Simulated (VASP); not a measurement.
Set up this calculation in VASP 6.6.1, as the native input.

```
Task                   : single point
Functional             : PBE
Potentials or basis    : VASP PAW PBE potentials, release 64 (B, N)
Cutoff                 : 520 eV
k mesh                 : 8 × 8 × 3
Occupations            : gaussian, width 0.01 eV
Spin                   : no spin polarisation
Dipole correction      : no
Further INCAR settings : ALGO = Normal; EDIFF = 1e-07; NBANDS = 16
```

The structure of BN lies in POSCAR:

```
BN
1.0
    2.4982400000      0.0000000000      0.0000000000
   -1.2491200000      2.1635393000      0.0000000000
    0.0000000000      0.0000000000      6.6357000000
B N
2 2
Direct
    0.3333333333      0.6666666667      0.2500000000
    0.6666666667      0.3333333333      0.7500000000
    0.3133192434      0.6666666667      0.7500000000
    0.6666666667      0.3333333333      0.2500000000
```

These files were run (other wordings do the same):

INCAR

```
PREC = Accurate ; ENCUT = 520
EDIFF = 1E-7 ; ISMEAR = 0
SIGMA = 0.01 ; LREAL = False
LASPH = True ; NELM = 100
ALGO = Normal ; ISIF = 2
LWAVE = False ; LCHARG = True
GGA = PE ; LELF = True
LVHAR = True ; NBANDS = 16
```

KPOINTS

```
regular mesh
0
Gamma
  8 8 3
```

Potentials or basis: VASP PAW PBE potentials, release 64 (B, N).

Run with:

```bash
$ cat potpaw_PBE.64/B/POTCAR potpaw_PBE.64/N/POTCAR > POTCAR
$ mpirun -np 1 vasp_std > vasp.out
```

Results of the run:

```yaml
Pressure: 5.6 GPa
Largest_force: 2.120 eV/Å
Band_gap_on_the_k_mesh: 4.20 eV, indirect (least direct gap 4.62 eV)
```

Caveat: this functional lacks dispersion, which binds the layers, so the pressure and a relaxed spacing across them are unreliable; forces of over 1 eV/Å act on the atoms, so gaps and moduli don't describe the material at rest.

Run time: 28 s on 1 thread of Intel Xeon 6975P-C, on a shared host, peak memory 0.16 GiB.
